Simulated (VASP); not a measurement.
# Ge2Sb2Te5 (Cm) in VASP: notebook

Aim: see how the results for Ge2Sb2Te5 move with the level of theory and the settings. Levels: revPBE, RPBE. Tasks: single point.

All numbers are computed with VASP 6.6.1; they aren't measurements. Logs are shortened: lines on timing, memory, paths and dates and some standing lists are left out, and cuts for length are marked.

## (1) The cell of the first run

Symmetry: Cm, No. 8, monoclinic system. Conventional cell: a = 13.678 Å, b = 6.132 Å, c = 9.672 Å, α = 90.00°, β = 134.93°, γ = 90.00°. Te (site symmetry m) has 2 Ge at 2.85 to 3.19 Å and 3 Sb at 3.07 to 3.14 Å within 3.8 Å. Within 3.9 Å of Te (site symmetry m) lie 2 Sb at 2.95 to 3.20 Å and 3 Ge at 3.07 to 3.08 Å. Within 3.7 Å of Te (site symmetry m) lie 3 Ge at 2.82 to 3.07 Å and 2 Sb at 3.14 to 3.19 Å. Te (site symmetry m) has 2 Ge at 2.95 to 3.00 Å and 2 Sb at 3.02 to 3.06 Å within 3.9 Å. Within 3.9 Å of Te (site symmetry m) lie 3 Sb at 2.98 to 3.07 Å and 2 Ge at 3.05 to 3.20 Å. Within 3.9 Å of Sb (site symmetry m) lie 6 Te at 2.95 to 3.19 Å. Within 3.9 Å of Sb (site symmetry m) lie 6 Te at 2.98 to 3.20 Å. Ge (site symmetry m) has 6 Te at 2.82 to 3.19 Å within 3.7 Å.

## (2) Single point, revPBE

The input, INCAR:

```
SYSTEM = Ge2Sb2Te5
ALGO     = Normal         ! electronic algorithm
EDIFF    = 1E-6           ! SCF threshold, eV
ENCUT    = 520            ! plane-wave cutoff, eV
GGA      = RE             ! functional
ISIF     = 2              ! what is computed and relaxed
ISMEAR   = -1             ! smearing method
LASPH    = .TRUE.         ! aspherical terms in the spheres
LCHARG   = .TRUE.         ! write CHGCAR
LELF     = .TRUE.         ! ELF
LREAL    = .FALSE.        ! projectors in reciprocal space
LVHAR    = .TRUE.       
LWAVE    = .FALSE.        ! write WAVECAR
NBANDS   = 44             ! bands
NELM     = 100            ! most SCF steps
PREC     = Accurate       ! precision mode
SIGMA    = 0.05           ! smearing width, eV
```

The input, KPOINTS:

```
k-points
0
G
  5 5 4
  0 0 0
```

The input, POSCAR:

```
Ge2Sb2Te5
1.0
    6.8391360000     -3.0660060000      0.0000000000
    6.8391360000      3.0660060000      0.0000000000
   -6.8309770000      0.0000000000      6.8476090000
Te Sb Ge
5 2 2
Direct
    0.5947020000      0.5947020000      0.3864330000
    0.7952880000      0.7952880000      0.1961120000
    0.0083240000      0.0083240000      0.0064350000
    0.2065190000      0.2065190000      0.8098030000
    0.3999590000      0.3999590000      0.5971180000
    0.9017080000      0.9017080000      0.5878730000
    0.1118700000      0.1118700000      0.4173520000
    0.2842870000      0.2842870000      0.1878300000
    0.4973430000      0.4973430000      0.0110440000
```

Potentials or basis: VASP PAW PBE potentials, release 64 (Te, Sb, Ge_d).

Started as:

```bash
$ cat potpaw_PBE.64/Te/POTCAR potpaw_PBE.64/Sb/POTCAR potpaw_PBE.64/Ge_d/POTCAR > POTCAR
$ mpirun -np 1 vasp_std > vasp.out
```

OUTCAR:

```text
SYSTEM = Ge2Sb2Te5
   EDIFF = 1E-6
   ENCUT = 520
   GGA = RE
   ISIF = 2
   ISMEAR = -1
   LASPH = .TRUE.
   LREAL = .FALSE.
   NELM = 100
   PREC = Accurate

 ion  position               nearest neighbor table
   1  0.595  0.595  0.386-   9 2.85   7 3.07   7 3.07   6 3.14   8 3.19
   2  0.795  0.795  0.196-   6 2.95   8 3.07   8 3.07   9 3.08   7 3.20
   3  0.008  0.008  0.006-   8 2.82   9 3.07   9 3.07   7 3.14   6 3.19
   4  0.207  0.207  0.810-   9 2.95   8 3.00   7 3.02   6 3.06
   5  0.400  0.400  0.597-   7 2.98   8 3.05   6 3.07   6 3.07   9 3.20
   6  0.902  0.902  0.588-   2 2.95   4 3.06   5 3.07   5 3.07   1 3.14   3 3.19
   7  0.112  0.112  0.417-   5 2.98   4 3.02   1 3.07   1 3.07   3 3.14   2 3.20
   8  0.284  0.284  0.188-   3 2.82   4 3.00   5 3.05   2 3.07   2 3.07   1 3.19
   9  0.497  0.497  0.011-   1 2.85   4 2.95   3 3.07   3 3.07   2 3.08   5 3.20

  LATTYP: Found a base centered monoclinic cell.
 ALAT       =    13.6782720000
 B/A-ratio  =     0.4483031190
 C/A-ratio  =     0.7071235363
 COS(beta)  =    -0.7062464773

  Lattice vectors:

 A1 = (   6.8391360000,  -3.0660060000,   0.0000000000)
 A2 = (   6.8391360000,   3.0660060000,   0.0000000000)
 A3 = (  -6.8309770000,   0.0000000000,   6.8476090000)

Analysis of symmetry for initial positions (statically):
=====================================================================
 Subroutine PRICEL returns:
 Original cell was already a primitive cell.

 Routine SETGRP: Setting up the symmetry group for a
 base centered monoclinic supercell.

 Subroutine GETGRP returns: Found  2 space group operations
 (whereof  2 operations were pure point group operations)
 out of a pool of  4 trial point group operations.

The static configuration has the point symmetry C_1h.

Analysis of symmetry for dynamics (positions and initial velocities):
=====================================================================
 Subroutine PRICEL returns:
 Original cell was already a primitive cell.

 Routine SETGRP: Setting up the symmetry group for a
 base centered monoclinic supercell.

 Subroutine GETGRP returns: Found  2 space group operations
 (whereof  2 operations were pure point group operations)
 out of a pool of  4 trial point group operations.

The dynamic configuration has the point symmetry C_1h.

 Subroutine INISYM returns: Found  2 space group operations
 (whereof  2 operations are pure point group operations),
 and found     1 'primitive' translations

----------------------------------------------------------------------------------------

                                     Primitive cell

  volume of cell :     287.1727

  direct lattice vectors                    reciprocal lattice vectors
     6.839136000 -3.066006000  0.000000000     0.073108650 -0.163078611  0.072931078
     6.839136000  3.066006000  0.000000000     0.073108650  0.163078611  0.072931078
    -6.830977000  0.000000000  6.847609000     0.000000000  0.000000000  0.146036376

  length of vectors
     7.494943230  7.494943230  9.672228068     0.193024481  0.193024481  0.146036376

  position of ions in fractional coordinates (direct lattice)
     0.594702000  0.594702000  0.386433000
     0.795288000  0.795288000  0.196112000
     0.008324000  0.008324000  0.006435000
     0.206519000  0.206519000  0.809803000
     0.399959000  0.399959000  0.597118000
     0.901708000  0.901708000  0.587873000
     0.111870000  0.111870000  0.417352000
     0.284287000  0.284287000  0.187830000
     0.497343000  0.497343000  0.011044000

  ion indices of the primitive-cell ions
   primitive index   ion index
                 1           1
                 2           2
                 3           3
                 4           4
                 5           5
                 6           6
                 7           7
                 8           8
                 9           9

----------------------------------------------------------------------------------------

 KPOINTS: k-points

Automatic generation of k-mesh.
 Grid dimensions read from file:
 generate k-points for:    5    5    4

 Generating k-lattice:

  Cartesian coordinates                     Fractional coordinates (reciprocal lattice)
     0.014621730 -0.032615722  0.014586216     0.200000000  0.000000000 -0.000000000
     0.014621730  0.032615722  0.014586216     0.000000000  0.200000000 -0.000000000
     0.000000000  0.000000000  0.036509094     0.000000000  0.000000000  0.250000000

  Length of vectors
     0.038604896  0.038604896  0.036509094

  Shift w.r.t. Gamma in fractional coordinates (k-lattice)
     0.000000000  0.000000000  0.000000000

 Subroutine IBZKPT returns following result:
 ===========================================

 Found     33 irreducible k-points:

 Following reciprocal coordinates:
            Coordinates               Weight
  0.000000  0.000000  0.000000      1.000000
  0.200000 -0.000000  0.000000      4.000000
  0.400000 -0.000000 -0.000000      4.000000
  0.200000  0.200000  0.000000      2.000000
  0.400000  0.200000  0.000000      4.000000
 -0.400000  0.200000 -0.000000      4.000000
[... 16 lines left out ...]
 -0.200000 -0.400000  0.250000      4.000000
 -0.200000 -0.200000  0.250000      2.000000
 [... further k-points ...]
   k-points           NKPTS =     33   k-points in BZ     NKDIM =     33   number of bands    NBANDS=     44
   number of dos      NEDOS =    301   number of ions     NIONS =      9
   total plane-waves  NPLWV = 225792
   dimension x,y,z NGX =    56 NGY =   56 NGZ =   72
   dimension x,y,z NGXF=   112 NGYF=  112 NGZF=  144
   ions per type =               5   2   2
   NGX,Y,Z   is equivalent  to a cutoff of  12.42, 12.42, 12.38 a.u.
   NGXF,Y,Z  is equivalent  to a cutoff of  24.84, 24.84, 24.75 a.u.
 SYSTEM =  Ge2Sb2Te5
   PREC   = accura    normal or accurate (medium, high low for compatibility)
   ISTART =      0    job   : 0-new  1-cont  2-samecut
   ICHARG =      2    charge: 1-file 2-atom 10-const
   ISPIN  =      1    spin polarized calculation?
   LNONCOLLINEAR =      F non collinear calculations
   LSORBIT =      F    spin-orbit coupling
   LASPH  =      T    aspherical Exc in radial PAW
   ENCUT  =  520.0 eV  38.22 Ry    6.18 a.u.  13.94 13.94 17.98*2*pi/ulx,y,z
   NELM   =    100;   NELMIN=  2; NELMDL= -5     # of ELM steps
   EDIFF  = 0.1E-05   stopping-criterion for ELM
   LREAL  =      F    real-space projection
   EDIFFG = 0.1E-04   stopping-criterion for IOM
   NSW    =      0    number of steps for IOM
   IBRION =     -1    ionic relax: 0-MD 1-quasi-New 2-CG
   NFREE  =      0    steps in history (QN), initial steepest desc. (CG)
   ISIF   =      2    stress and relaxation
   ISYM   =      2    0-nonsym 1-usesym 2-fastsym
   POTIM  = 0.5000    time-step for ionic-motion
   TEBEG  =    0.0;   TEEND  =   0.0 temperature during run
   PSTRESS=    0.0 pullay stress
   NELECT =      68.0000    total number of electrons
   NUPDOWN=      -1.0000    fix difference up-down
   EMIN   =  10.00;   EMAX   =-10.00  energy-range for DOS
   EFERMI =   0.00;   METHOD = LEGACY
   ISMEAR =    -1;   SIGMA  =   0.05  broadening in eV -4-tet -1-fermi 0-gaus
   EFERMI_NEDOS =   21; number of points for ismear=-14 and -15
   IALGO  =     38    algorithm
   IMIX   =      4    mixing-type and parameters
     AMIX     =   0.40;   BMIX     =  1.00
     AMIX_MAG =   1.60;   BMIX_MAG =  1.00
  volume/ion in A,a.u.               =      31.91       215.33
  Fermi-wavevector in a.u.,A,eV,Ry     =   1.012815  1.913943 13.956774  1.025794
  Thomas-Fermi vector in A             =   2.145947
   LORBIT       =      0    0 simple, 1 ext, 2 COOP (PROOUT), +10 PAW based schemes
   GGA     = RE    functional components
   LHFCALC =     F    Hartree Fock is set to
   AEXX    =    0.0000 exact exchange contribution
   IVDW    =     0    specifies the selected vdW correction
   LEPSILON=     F    determine dielectric tensor
   LRPA    =     F    only Hartree local field effects (RPA)
 non-spin polarized calculation
  energy-cutoff  :      520.00
  volume of cell :      287.17
 maximum number of plane-waves:      7768
   NGX = 27   NGY = 27   NGZ = 35

 number of electron      68.0000002 magnetization

 Free energy of the ion-electron system (eV)
  ---------------------------------------------------
  ext. energy  EPLUGINS =         0.00000000
  ---------------------------------------------------
  free energy    TOTEN  =       -30.82900770 eV

  energy without entropy =      -30.82378625  energy(sigma->0) =      -30.82639697

 E-fermi :   5.4063     XC(G=0):  -9.0393

 val. band max:        5.2963447357   @ k =  -0.2000   0.4000   0.2500
 cond. band min:       5.5485845675   @ k =  -0.4000   0.2000  -0.0000
 fundamental gap:      0.2522398318
 Fermi energy:         5.4063083403

 k-point     1 :       0.0000    0.0000    0.0000
  band No.  band energies     occupation
      1     -19.3709      2.00000
      2     -19.3646      2.00000
      3     -19.3593      2.00000
      4     -19.3569      2.00000
      5     -19.3551      2.00000
      6     -19.3540      2.00000
[... 36 lines left out ...]
     43       9.9547      0.00000
     44      10.0987      0.00000

 k-point     2 :       0.2000   -0.0000    0.0000
  band No.  band energies     occupation
      1     -19.3709      2.00000
      2     -19.3646      2.00000
      3     -19.3592      2.00000
      4     -19.3569      2.00000
      5     -19.3551      2.00000
      6     -19.3540      2.00000
[... 36 lines left out ...]
     43       9.2246      0.00000
     44       9.5728      0.00000

 k-point     3 :       0.4000   -0.0000   -0.0000
  band No.  band energies     occupation
      1     -19.3709      2.00000
      2     -19.3646      2.00000
      3     -19.3592      2.00000
      4     -19.3569      2.00000
      5     -19.3552      2.00000
      6     -19.3540      2.00000
[... 976 lines left out ...]
     43       9.0738      0.00000
     44       9.3233      0.00000

 k-point    24 :      -0.2000   -0.2000    0.2500
  band No.  band energies     occupation
      1     -19.3709      2.00000
      2     -19.3646      2.00000
      3     -19.3593      2.00000
      4     -19.3569      2.00000
      5     -19.3551      2.00000
      6     -19.3540      2.00000
[... 36 lines left out ...]
     43       9.7477      0.00000
     44      10.0249      0.00000

 [... further k-points ...]

------------------------ aborting loop because EDIFF is reached ----------------------------------------

  FORCE on cell =-STRESS in cart. coord.  units (eV):
  Direction    XX          YY          ZZ          XY          YZ          ZX
  --------------------------------------------------------------------------------------
  -------------------------------------------------------------------------------------
  Total        1.7975983      0.9817832      1.6349100      0.0000000      0.0000000     -0.1879263
  in kB       10.0290554      5.4775075      9.1213944      0.0000000      0.0000000     -1.0484673
  external PRESSURE =       8.2093191 kB  Pullay stress =       0.0000000 kB

 VOLUME and BASIS-vectors are now :
 -----------------------------------------------------------------------------
  energy-cutoff  :      520.00
  volume of cell :      287.17
      direct lattice vectors                 reciprocal lattice vectors
     6.839136000 -3.066006000  0.000000000     0.073108650 -0.163078611  0.072931078
     6.839136000  3.066006000  0.000000000     0.073108650  0.163078611  0.072931078
    -6.830977000  0.000000000  6.847609000     0.000000000  0.000000000  0.146036376

 POSITION                                       TOTAL-FORCE (eV/Angst)
 -----------------------------------------------------------------------------------
      5.49478      0.00000      2.64614         0.013031      0.000000      0.096733
      9.53853      0.00000      1.34290         0.012464      0.000000     -0.050426
      0.06990      0.00000      0.04406        -0.028200      0.000000      0.009732
     -2.70692      0.00000      5.54521         0.050162      0.000000     -0.052900
      1.39185      0.00000      4.08883         0.116904      0.000000     -0.003968
      8.31806      0.00000      4.02552         0.038729      0.000000     -0.118868
     -1.32073      0.00000      2.85786        -0.041191      0.000000      0.051659
      2.60549      0.00000      1.28619        -0.185855      0.000000     -0.026461
      6.72735      0.00000      0.07562         0.023955      0.000000      0.094498
 -----------------------------------------------------------------------------------
    total drift:                               -0.000697      0.000000      0.001054

  FREE ENERGIE OF THE ION-ELECTRON SYSTEM (eV)
  ---------------------------------------------------
  free  energy   TOTEN  =       -30.8290076977 eV

  energy  without entropy=      -30.8237862477  energy(sigma->0) =      -30.82639697
```

Run time: 16 min. Hardware: 1 thread of Intel Xeon 6975P-C (Granite Rapids), shared host; peak memory 0.74 GiB.

What came out:

```
Free energy            : -30.8290 eV
Pressure               : 0.8 GPa
Largest force          : 0.188 eV/Å
Band gap on the k mesh : 0.25 eV (least direct gap 0.33 eV)
```

Forces in eV/Å, atoms in the order of the input:
```
Te   0.013  0.000  0.097
Te   0.012  0.000 -0.050
Te  -0.028  0.000  0.010
Te   0.050  0.000 -0.053
Te   0.117  0.000 -0.004
Sb   0.039  0.000 -0.119
Sb  -0.041  0.000  0.052
Ge  -0.186  0.000 -0.026
Ge   0.024  0.000  0.094
```

Stress tensor (GPa, compression positive):
```
 1.00  0.00 -0.10
 0.00  0.55  0.00
-0.10  0.00  0.91
```

Levels at points of the mesh, in eV from the valence-band top:
```tsv
k point	band 31	band 32	band 33	band 34	band 35	band 36	band 37	band 38
(0.00, 0.00, 0.00)	-0.79	-0.50	-0.41	-0.40	1.06	1.35	2.45	2.49
(0.00, 0.00, 0.50)	-0.74	-0.68	-0.61	-0.29	0.71	1.47	1.85	2.58
```

Caveat: the PAW data sets were made with another functional, which shifts forces and pressure a little; spin-orbit coupling is left out, which moves the levels of the heavy elements.

[end of part 1 of 2]
